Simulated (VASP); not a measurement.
# HCl (Fm-3m) in VASP: a series of runs

Runs on HCl. Level: PBEsol. Tasks: single point.

Everything below comes from runs of VASP 6.6.1. Logs are shortened: lines on timing, memory, paths and dates and some standing lists are left out, and cuts for length are marked.

## (1) The cell of the first run

Symmetry: Fm-3m, No. 225, cubic system. Conventional cell: a = 4.432 Å, b = 4.432 Å, c = 4.432 Å, α = 90.00°, β = 90.00°, γ = 90.00°. H (site symmetry m-3m) has 6 Cl at 2.22 Å within 2.9 Å. Within 2.9 Å of Cl (site symmetry m-3m) lie 6 H at 2.22 Å.

## (2) Single point, PBEsol (10.88 Å³/atom)

INCAR reads:

```
SYSTEM = HCl
ALGO     = Normal         ! electronic algorithm
EDIFF    = 1E-6           ! SCF threshold, eV
ENCUT    = 500            ! plane-wave cutoff, eV
GGA      = PS             ! functional
GGA_COMPAT= .FALSE.      
ISIF     = 2              ! what is computed and relaxed
ISMEAR   = 0              ! smearing method
LASPH    = .TRUE.         ! aspherical terms in the spheres
LCHARG   = .FALSE.        ! write CHGCAR
LREAL    = .FALSE.        ! projectors in reciprocal space
LWAVE    = .FALSE.        ! write WAVECAR
NBANDS   = 11             ! bands
NELM     = 120            ! most SCF steps
PREC     = Accurate       ! precision mode
SIGMA    = 0.05           ! smearing width, eV
```

KPOINTS reads:

```
k-points
0
G
  10 10 10
  0 0 0
```

POSCAR reads:

```
HCl
1.0
    0.0000000000      2.2160564435      2.2160564435
    2.2160564435      0.0000000000      2.2160564435
    2.2160564435      2.2160564435      0.0000000000
H Cl
1 1
Direct
    0.0000000000      0.0000000000      0.0000000000
    0.5000000000      0.5000000000      0.5000000000
```

Potentials or basis: VASP PAW PBE potentials, release 64 (H, Cl).

Launch:

```bash
cat potpaw_PBE.64/H/POTCAR potpaw_PBE.64/Cl/POTCAR > POTCAR
mpirun -np 1 vasp_std > vasp.out
```

OUTCAR:

```text
SYSTEM = HCl
   EDIFF = 1E-6
   ENCUT = 500
   GGA = PS
   ISIF = 2
   ISMEAR = 0
   LASPH = .TRUE.
   LREAL = .FALSE.
   NELM = 120
   PREC = Accurate

 ion  position               nearest neighbor table
   1  0.000  0.000  0.000-
   2  0.500  0.500  0.500-

  LATTYP: Found a face centered cubic cell.
 ALAT       =     4.4321128870

  Lattice vectors:

 A1 = (   0.0000000000,   2.2160564435,   2.2160564435)
 A2 = (   2.2160564435,   0.0000000000,   2.2160564435)
 A3 = (   2.2160564435,   2.2160564435,   0.0000000000)

Analysis of symmetry for initial positions (statically):
=====================================================================
 Subroutine PRICEL returns:
 Original cell was already a primitive cell.

 Routine SETGRP: Setting up the symmetry group for a
 face centered cubic supercell.

 Subroutine GETGRP returns: Found 48 space group operations
 (whereof 48 operations were pure point group operations)
 out of a pool of 48 trial point group operations.

The static configuration has the point symmetry O_h .

Analysis of symmetry for dynamics (positions and initial velocities):
=====================================================================
 Subroutine PRICEL returns:
 Original cell was already a primitive cell.

 Routine SETGRP: Setting up the symmetry group for a
 face centered cubic supercell.

 Subroutine GETGRP returns: Found 48 space group operations
 (whereof 48 operations were pure point group operations)
 out of a pool of 48 trial point group operations.

The dynamic configuration has the point symmetry O_h .

 Subroutine INISYM returns: Found 48 space group operations
 (whereof 48 operations are pure point group operations),
 and found     1 'primitive' translations

----------------------------------------------------------------------------------------

                                     Primitive cell

  volume of cell :      21.7657

  direct lattice vectors                    reciprocal lattice vectors
     0.000000000  2.216056443  2.216056443    -0.225626022  0.225626022  0.225626022
     2.216056443  0.000000000  2.216056443     0.225626022 -0.225626022  0.225626022
     2.216056443  2.216056443  0.000000000     0.225626022  0.225626022 -0.225626022

  length of vectors
     3.133977077  3.133977077  3.133977077     0.390795734  0.390795734  0.390795734

  position of ions in fractional coordinates (direct lattice)
     0.000000000  0.000000000  0.000000000
     0.500000000  0.500000000  0.500000000

  ion indices of the primitive-cell ions
   primitive index   ion index
                 1           1
                 2           2

----------------------------------------------------------------------------------------

 KPOINTS: k-points

Automatic generation of k-mesh.
 Grid dimensions read from file:
 generate k-points for:   10   10   10

 Generating k-lattice:

  Cartesian coordinates                     Fractional coordinates (reciprocal lattice)
    -0.022562602  0.022562602  0.022562602     0.100000000  0.000000000  0.000000000
     0.022562602 -0.022562602  0.022562602     0.000000000  0.100000000  0.000000000
     0.022562602  0.022562602 -0.022562602     0.000000000  0.000000000  0.100000000

  Length of vectors
     0.039079573  0.039079573  0.039079573

  Shift w.r.t. Gamma in fractional coordinates (k-lattice)
     0.000000000  0.000000000  0.000000000

 Subroutine IBZKPT returns following result:
 ===========================================

 Found     47 irreducible k-points:

 Following reciprocal coordinates:
            Coordinates               Weight
  0.000000  0.000000  0.000000      1.000000
  0.100000  0.000000  0.000000      8.000000
  0.200000  0.000000  0.000000      8.000000
  0.300000  0.000000  0.000000      8.000000
  0.400000  0.000000  0.000000      8.000000
  0.500000  0.000000  0.000000      4.000000
[... 16 lines left out ...]
  0.300000  0.300000  0.000000      6.000000
  0.400000  0.300000  0.000000     24.000000
 [... further k-points ...]
   k-points           NKPTS =     47   k-points in BZ     NKDIM =     47   number of bands    NBANDS=     11
   number of dos      NEDOS =    301   number of ions     NIONS =      2
   total plane-waves  NPLWV =  13824
   dimension x,y,z NGX =    24 NGY =   24 NGZ =   24
   dimension x,y,z NGXF=    48 NGYF=   48 NGZF=   48
   ions per type =               1   1
   NGX,Y,Z   is equivalent  to a cutoff of  12.73, 12.73, 12.73 a.u.
   NGXF,Y,Z  is equivalent  to a cutoff of  25.46, 25.46, 25.46 a.u.
 SYSTEM =  HCl
   PREC   = accura    normal or accurate (medium, high low for compatibility)
   ISTART =      0    job   : 0-new  1-cont  2-samecut
   ICHARG =      2    charge: 1-file 2-atom 10-const
   ISPIN  =      1    spin polarized calculation?
   LNONCOLLINEAR =      F non collinear calculations
   LSORBIT =      F    spin-orbit coupling
   LASPH  =      T    aspherical Exc in radial PAW
   ENCUT  =  500.0 eV  36.75 Ry    6.06 a.u.   5.71  5.71  5.71*2*pi/ulx,y,z
   NELM   =    120;   NELMIN=  2; NELMDL= -5     # of ELM steps
   EDIFF  = 0.1E-05   stopping-criterion for ELM
   LREAL  =      F    real-space projection
   EDIFFG = 0.1E-04   stopping-criterion for IOM
   NSW    =      0    number of steps for IOM
   IBRION =     -1    ionic relax: 0-MD 1-quasi-New 2-CG
   NFREE  =      0    steps in history (QN), initial steepest desc. (CG)
   ISIF   =      2    stress and relaxation
   ISYM   =      2    0-nonsym 1-usesym 2-fastsym
   POTIM  = 0.5000    time-step for ionic-motion
   TEBEG  =    0.0;   TEEND  =   0.0 temperature during run
   PSTRESS=    0.0 pullay stress
   NELECT =       8.0000    total number of electrons
   NUPDOWN=      -1.0000    fix difference up-down
   EMIN   =  10.00;   EMAX   =-10.00  energy-range for DOS
   EFERMI =   0.00;   METHOD = LEGACY
   ISMEAR =     0;   SIGMA  =   0.05  broadening in eV -4-tet -1-fermi 0-gaus
   EFERMI_NEDOS =   21; number of points for ismear=-14 and -15
   IALGO  =     38    algorithm
   IMIX   =      4    mixing-type and parameters
     AMIX     =   0.40;   BMIX     =  1.00
     AMIX_MAG =   1.60;   BMIX_MAG =  1.00
  volume/ion in A,a.u.               =      10.88        73.44
  Fermi-wavevector in a.u.,A,eV,Ry     =   1.172683  2.216050 18.710538  1.375186
  Thomas-Fermi vector in A             =   2.309108
   LORBIT       =      0    0 simple, 1 ext, 2 COOP (PROOUT), +10 PAW based schemes
   GGA     = PS    functional components
   LHFCALC =     F    Hartree Fock is set to
   AEXX    =    0.0000 exact exchange contribution
   IVDW    =     0    specifies the selected vdW correction
   LEPSILON=     F    determine dielectric tensor
   LRPA    =     F    only Hartree local field effects (RPA)
 non-spin polarized calculation
 Gauss-broadening in eV      SIGMA  =   0.05
  energy-cutoff  :      500.00
  volume of cell :       21.77
 maximum number of plane-waves:       568
   NGX = 11   NGY = 11   NGZ = 11

 number of electron       8.0000001 magnetization

 Free energy of the ion-electron system (eV)
  ---------------------------------------------------
  ext. energy  EPLUGINS =         0.00000000
  ---------------------------------------------------
  free energy    TOTEN  =        -4.11534785 eV

  energy without entropy =       -4.11472998  energy(sigma->0) =       -4.11503892

 E-fermi :   3.3634     XC(G=0): -10.5475

 val. band max:        3.3268662088   @ k =  -0.2000   0.1000   0.0000
 cond. band min:       3.4099149105   @ k =   0.1000   0.0000   0.0000
 fundamental gap:      0.0830487016
 Fermi energy:         3.3634305456

 k-point     1 :       0.0000    0.0000    0.0000
  band No.  band energies     occupation
      1     -12.8887      2.00000
      2       3.4709      0.00237
      3       3.4709      0.00237
      4       3.4709      0.00237
      5       4.4530      0.00000
      6      16.0283      0.00000
      7      16.0283      0.00000
      8      16.0283      0.00000
      9      19.8496      0.00000
     10      19.8496      0.00000
     11      20.4234      0.00000

 k-point     2 :       0.1000    0.0000    0.0000
  band No.  band energies     occupation
      1     -12.7438      2.00000
      2       2.0363      2.00000
      3       3.4099      0.18859
      4       3.4099      0.18858
      5       5.5823      0.00000
      6      15.4433      0.00000
      7      16.2332      0.00000
      8      16.2332      0.00000
      9      19.0202      0.00000
     10      19.0202      0.00000
     11      19.5838      0.00000

 k-point     3 :       0.2000    0.0000    0.0000
  band No.  band energies     occupation
      1     -12.3295      2.00000
      2       0.1025      2.00000
      3       3.2592      1.99681
      4       3.2592      1.99681
      5       6.6728      0.00000
      6      14.1766      0.00000
      7      16.1542      0.00000
      8      16.1542      0.00000
      9      18.6769      0.00000
     10      18.6769      0.00000
     11      19.1798      0.00000

 k-point     4 :       0.3000    0.0000    0.0000
  band No.  band energies     occupation
      1     -11.7232      2.00000
      2      -1.7257      2.00000
      3       3.0888      2.00000
      4       3.0888      2.00000
      5       7.3793      0.00000
      6      12.8428      0.00000
      7      15.3043      0.00000
      8      15.3043      0.00000
      9      19.9285      0.00000
     10      20.0047      0.00000
     11      20.0047      0.00000

 k-point     5 :       0.4000    0.0000    0.0000
  band No.  band energies     occupation
      1     -11.1105      2.00000
      2      -3.1232      2.00000
      3       2.9621      2.00000
      4       2.9621      2.00000
      5       7.8056      0.00000
      6      11.8379      0.00000
      7      14.6182      0.00000
      8      14.6182      0.00000
      9      21.3715      0.00000
     10      21.9381      0.00000
     11      21.9381      0.00000
[... 211 lines left out ...]
 k-point    21 :      -0.3000    0.2000    0.0000
  band No.  band energies     occupation
      1     -10.9666      2.00000
      2      -2.3824      2.00000
      3       1.0342      2.00000
      4       2.8674      2.00000
      5       6.9068      0.00000
      6      13.3522      0.00000
      7      15.4696      0.00000
      8      15.6491      0.00000
      9      19.6095      0.00000
     10      21.7048      0.00000
     11      25.3207      0.00000

 k-point    22 :      -0.2000    0.2000    0.0000
  band No.  band energies     occupation
      1     -11.5284      2.00000
      2      -1.4651      2.00000
      3       1.5870      2.00000
      4       3.1682      2.00000
      5       7.1908      0.00000
      6      13.8222      0.00000
      7      14.7105      0.00000
      8      15.8216      0.00000
      9      18.1125      0.00000
     10      21.6764      0.00000
     11      23.5104      0.00000

 k-point    23 :       0.3000    0.3000    0.0000
  band No.  band energies     occupation
      1     -11.3709      2.00000
      2      -0.7860      2.00000
      3       2.0667      2.00000
      4       2.0667      2.00000
      5       4.6417      0.00000
      6      12.2766      0.00000
      7      17.2693      0.00000
      8      19.4321      0.00000
      9      19.4321      0.00000
     10      21.6638      0.00000
     11      22.0829      0.00000

 k-point    24 :       0.4000    0.3000    0.0000
  band No.  band energies     occupation
      1     -10.9184      2.00000
      2      -1.3843      2.00000
      3       1.4342      2.00000
      4       1.8837      2.00000
      5       4.2179      0.00000
      6      12.1970      0.00000
      7      17.8730      0.00000
      8      19.3167      0.00000
      9      20.0284      0.00000
     10      23.0286      0.00000
     11      23.3975      0.00000

 [... further k-points ...]
[... 5 lines left out ...]
  --------------------------------------------------------------------------------------
  -------------------------------------------------------------------------------------
  Total        0.0096258      0.0096258      0.0096258     -0.0000000      0.0000000     -0.0000000
  in kB        0.7085579      0.7085579      0.7085579     -0.0000000      0.0000000     -0.0000000
  external PRESSURE =       0.7085579 kB  Pullay stress =       0.0000000 kB

 VOLUME and BASIS-vectors are now :
 -----------------------------------------------------------------------------
  energy-cutoff  :      500.00
  volume of cell :       21.77
      direct lattice vectors                 reciprocal lattice vectors
     0.000000000  2.216056443  2.216056443    -0.225626022  0.225626022  0.225626022
     2.216056443  0.000000000  2.216056443     0.225626022 -0.225626022  0.225626022
     2.216056443  2.216056443  0.000000000     0.225626022  0.225626022 -0.225626022

 POSITION                                       TOTAL-FORCE (eV/Angst)
 -----------------------------------------------------------------------------------
      0.00000      0.00000      0.00000        -0.000000     -0.000000      0.000000
      2.21606      2.21606      2.21606         0.000000      0.000000      0.000000
 -----------------------------------------------------------------------------------
    total drift:                               -0.000000     -0.000000      0.000000

  FREE ENERGIE OF THE ION-ELECTRON SYSTEM (eV)
  ---------------------------------------------------
  free  energy   TOTEN  =        -4.1153478502 eV

  energy  without entropy=       -4.1147299843  energy(sigma->0) =       -4.11503892
```

It took 3.9 s on 1 thread of Intel Xeon 6975P-C (Granite Rapids), shared host; peak memory 0.13 GiB.

What came out:

```yaml
Free_energy: -4.1153 eV
Pressure: 0.1 GPa
Band_gap_on_the_k_mesh: zero (bands 4 and 5 overlap by 1.44 eV)
```

Levels at points of the mesh, in eV from the Fermi level:
```csv
k point,band 2,band 3,band 4,band 5,band 6,band 7
"(0.00, 0.00, 0.00)",0.11,0.11,0.11,1.09,12.66,12.66
"(0.50, 0.00, 0.00)",-7.04,-0.45,-0.45,4.60,8.09,11.01
"(0.50, 0.50, 0.00)",-5.01,-1.89,-1.89,-1.33,7.83,17.85
```

Caveat: the PAW data sets were made with another functional, which shifts forces and pressure a little.

## (3) Single point, PBEsol (10.92 Å³/atom)

This run uses another cell than the first one, of 10.92 Å³/atom.

INCAR reads:

```
SYSTEM = HCl
PREC     = Accurate       ! precision mode
ENCUT    = 500            ! plane-wave cutoff, eV
EDIFF    = 1E-6           ! SCF threshold, eV
ISMEAR   = 0              ! smearing method
SIGMA    = 0.05           ! smearing width, eV
LREAL    = .False.        ! projectors in reciprocal space
LASPH    = .True.         ! aspherical terms in the spheres
NELM     = 120            ! most SCF steps
ALGO     = Normal         ! electronic algorithm
ISIF     = 2              ! what is computed and relaxed
LWAVE    = .False.        ! write WAVECAR
LCHARG   = .False.        ! write CHGCAR
GGA      = PS             ! functional
NBANDS   = 11             ! bands
GGA_COMPAT= .False.
```

KPOINTS reads:

```
Automatic mesh
0
Gamma
  10 10 10
  0 0 0
```

POSCAR reads:

```
HCl
1.0
    0.0000000000      2.2185042475      2.2185042475
    2.2185042475      0.0000000000      2.2185042475
    2.2185042475      2.2185042475      0.0000000000
H Cl
1 1
Direct
    0.0000000000      0.0000000000      0.0000000000
    0.5000000000      0.5000000000      0.5000000000
```

Potentials or basis: VASP PAW PBE potentials, release 64 (H, Cl).

Launch:

```bash
cat potpaw_PBE.64/H/POTCAR potpaw_PBE.64/Cl/POTCAR > POTCAR
mpirun -np 1 vasp_std > vasp.out
```

Wall time 4.1 s (1 thread of Intel Xeon 6975P-C (Granite Rapids), shared host); peak memory 0.13 GiB.

Results (log left out):

| Item | Value |
| --- | --- |
| Free energy | -4.1154 eV |
| Pressure | -0.2 GPa |
| Band gap on the k mesh | zero (bands 4 and 5 overlap by 1.43 eV) |

Levels at points of the mesh, in eV from the Fermi level:
| k point | band 2 | band 3 | band 4 | band 5 | band 6 | band 7 |
| --- | --- | --- | --- | --- | --- | --- |
| (0.00, 0.00, 0.00) | 0.11 | 0.11 | 0.11 | 1.08 | 12.67 | 12.67 |
| (0.50, 0.00, 0.00) | -7.01 | -0.44 | -0.44 | 4.59 | 8.09 | 11.02 |
| (0.50, 0.50, 0.00) | -4.98 | -1.88 | -1.88 | -1.32 | 7.84 | 17.81 |

Caveat: the PAW data sets were made with another functional, which shifts forces and pressure a little.

## (4) Single point, PBEsol (12.07 Å³/atom)

This run uses another cell than the first one, of 12.07 Å³/atom.

INCAR reads:

```
ALGO = Normal ; EDIFF = 1E-6
ENCUT = 500 ; GGA = PS
GGA_COMPAT = F ; ISIF = 2
ISMEAR = 0 ; LASPH = T
LCHARG = F ; LREAL = F
LWAVE = F ; NBANDS = 11
NELM = 120 ; PREC = Accurate
SIGMA = 0.05
```

KPOINTS reads:

```
k-points
0
Gamma
  10 10 10
```

POSCAR reads:

```
HCl
1.0
    0.0000000000      2.2936659639      2.2936659639
    2.2936659639      0.0000000000      2.2936659639
    2.2936659639      2.2936659639      0.0000000000
H Cl
1 1
Direct
    0.0000000000      0.0000000000      0.0000000000
    0.5000000000      0.5000000000      0.5000000000
```

Launch:

```bash
cat potpaw_PBE.64/H/POTCAR potpaw_PBE.64/Cl/POTCAR > POTCAR
mpirun -np 1 vasp_std > vasp.out
```

Wall time 4.5 s (1 thread of Intel Xeon 6975P-C (Granite Rapids), shared host); peak memory 0.13 GiB.

The run converged. Its results:

| Item | Value |
| --- | --- |
| Free energy | -4.0741 eV |
| Pressure | -5.2 GPa |
| Band gap on the k mesh | zero (bands 4 and 5 overlap by 1.09 eV) |

Levels at points of the mesh, in eV from the Fermi level:
```csv
k point,band 2,band 3,band 4,band 5,band 6,band 7
"(0.00, 0.00, 0.00)",0.05,0.05,0.05,0.70,12.71,12.71
"(0.50, 0.00, 0.00)",-6.19,-0.42,-0.42,4.18,8.05,11.10
"(0.50, 0.50, 0.00)",-4.31,-1.63,-1.63,-1.04,8.21,16.60
```

Caveat: the cell stands under tension; the PAW data sets were made with another functional, which shifts forces and pressure a little.

## (5) The runs side by side

| cell | gap on the mesh (eV) | pressure (GPa) |
| --- | --- | --- |
| a = 3.134 Å, angles 60.0°, 2 atoms | none | 0.1 |
| a = 3.137 Å, angles 60.0°, 2 atoms | none | -0.2 |
| a = 3.244 Å, angles 60.0°, 2 atoms | none | -5.2 |

Alike in all rows: task single point; level PBEsol; potentials or basis VASP PAW PBE potentials, release 64 (H, Cl); no spin polarisation; k mesh 10 × 10 × 10; cutoff (eV) 500; smearing gaussian 0.05 eV.

Caveats: the PAW data sets were made with another functional, which shifts forces and pressure a little; the cell stands under tension (at least some runs).

Absolute energies hang on the potentials; compare differences alone.
